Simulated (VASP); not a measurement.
The system is PbF2.

```
Pb F
1.0
     0.00000    2.98116    2.98116
     2.98116    0.00000    2.98116
     2.98116    2.98116    0.00000
Pb F
1 2
Direct
  0.00000 0.00000 0.00000
  0.25000 0.25000 0.25000
  0.75000 0.75000 0.75000
```

```yaml
Program: VASP 6.6.1
Task: relaxation of cell and atoms
Functional: LDA
Potentials_or_basis: VASP PAW LDA potentials, release 64 (Pb_d, F)
Cutoff: 600 eV
k_mesh: 8 × 8 × 8
Occupations: gaussian, width 0.02 eV
Spin: no spin polarisation
```

At the start: pressure -5.7 GPa; volume 17.66 Å³/atom.

Question: Where does the relaxation end?

Answer: Over 3 steps the energy falls by 25.3 meV/atom and the volume is 16.34 Å³/atom (-7.5 %); space group Fm-3m (No. 225, to 0.05 Å).

The path:
```
step  energy change (eV)  largest force (eV/Å)  pressure (GPa)  volume (Å³)
   1              0.0000                0.0000           -5.70        52.99
   2             -0.0731                0.0000            1.34        48.32
   3             -0.0760                0.0000            0.01        49.02
```

Final structure:
```xyz
3
Lattice="0.0000 2.9048 2.9048 2.9048 0.0000 2.9048 2.9048 2.9048 0.0000" Properties=species:S:1:pos:R:3 pbc="T T T"
Pb    0.0000    0.0000    0.0000
F     1.4524    1.4524    1.4524
F     4.3572    4.3572    4.3572
```
